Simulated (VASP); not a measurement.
# MoS2: single point with PBEsol

MoS2:

```xyz
3
Lattice="1.6267 0.9392 6.2739 -1.6267 0.9392 6.2739 0.0000 -1.8784 6.2739" Properties=species:S:1:pos:R:3 pbc="T T T"
Mo    0.0000    0.0000    0.0000
S     0.0000    0.0000   14.1163
S     0.0000    0.0000    4.7054
```

```json
{
 "Program": "VASP 6.6.1",
 "Task": "single point",
 "Functional": "PBEsol",
 "Potentials or basis": "VASP PAW PBE potentials, release 64 (Mo_sv, S)",
 "Cutoff": "520 eV",
 "k mesh": "11 × 11 × 11",
 "Occupations": "fermi-dirac, width 0.15 eV",
 "Spin": "no spin polarisation"
}
```

```json
{
 "Pressure": "-7.1 GPa",
 "Largest force": "0.479 eV/Å",
 "Band gap on the k mesh": "zero (bands 13 and 14 overlap by 0.58 eV)"
}
```

Forces in eV/Å, atoms in the order of the input:
```
Mo   0.000  0.000  0.000
S    0.000  0.000 -0.479
S    0.000  0.000  0.479
```

Stress tensor (GPa, compression positive):
```
-8.12  0.00  0.00
 0.00 -8.12  0.00
 0.00  0.00 -5.16
```

Levels at points of the mesh, in eV from the Fermi level:
| k point | band 11 | band 12 | band 13 | band 14 | band 15 | band 16 |
| --- | --- | --- | --- | --- | --- | --- |
| (0.00, 0.00, 0.00) | -1.01 | -0.85 | -0.85 | -0.23 | -0.23 | 3.14 |

Run time: 5.7 min on 1 thread of AMD EPYC 9R45 (Zen 5) (shared host), peak memory 0.39 GiB.

Caveat: the cell stands under tension; the PAW data sets were made with another functional, which shifts forces and pressure a little.
